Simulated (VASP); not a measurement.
KCl: single point with PBE

The system is KCl.

```
K Cl
1.0
     4.54307    0.00000    0.00000
     0.00000    4.54307    0.00000
     0.00000    0.00000   16.54360
K Cl
4 4
Direct
  0.00000 0.50000 0.00000
  0.00000 0.50000 0.50000
  0.50000 0.00000 0.25000
  0.50000 0.00000 0.75000
  0.50000 0.50000 0.12500
  0.50000 0.50000 0.62500
  0.50000 0.50000 0.37500
  0.50000 0.50000 0.87500
```

```yaml
Program: VASP 6.6.1
Task: single point
Functional: PBE
Potentials_or_basis: VASP PAW PBE potentials, release 64 (K_sv, Cl)
Cutoff: 520 eV
k_mesh: 4 × 4 × 1
Occupations: gaussian, width 0.1 eV
Spin: no spin polarisation
Dipole_correction: no
Further_INCAR_settings: ALGO = Normal; EDIFF = 1e-06; NBANDS = 42
```

```yaml
Pressure: 0.0 GPa
Band_gap_on_the_k_mesh: 4.01 eV
```

Levels at points of the mesh, in eV from the valence-band top:
| k point | band 28 | band 29 | band 30 | band 31 | band 32 | band 33 | band 34 | band 35 | band 36 | band 37 |
| --- | --- | --- | --- | --- | --- | --- | --- | --- | --- | --- |
| (0.00, 0.00, 0.00) | -0.16 | -0.16 | -0.13 | -0.13 | 0.00 | 4.01 | 4.73 | 4.73 | 5.98 | 6.66 |
| (0.50, 0.00, 0.00) | -0.28 | -0.22 | -0.14 | -0.09 | -0.07 | 5.95 | 5.99 | 6.47 | 6.60 | 6.69 |
| (0.50, 0.50, 0.00) | -0.38 | -0.38 | -0.36 | -0.36 | -0.18 | 6.20 | 6.31 | 6.31 | 6.44 | 7.00 |

Wall time 78 s on 1 thread of Intel(R) Xeon(R) Platinum 8488C (Sapphire Rapids) (shared host), peak memory 0.41 GiB.

PBE gaps usually lie below the measured ones, often by a third to a half.
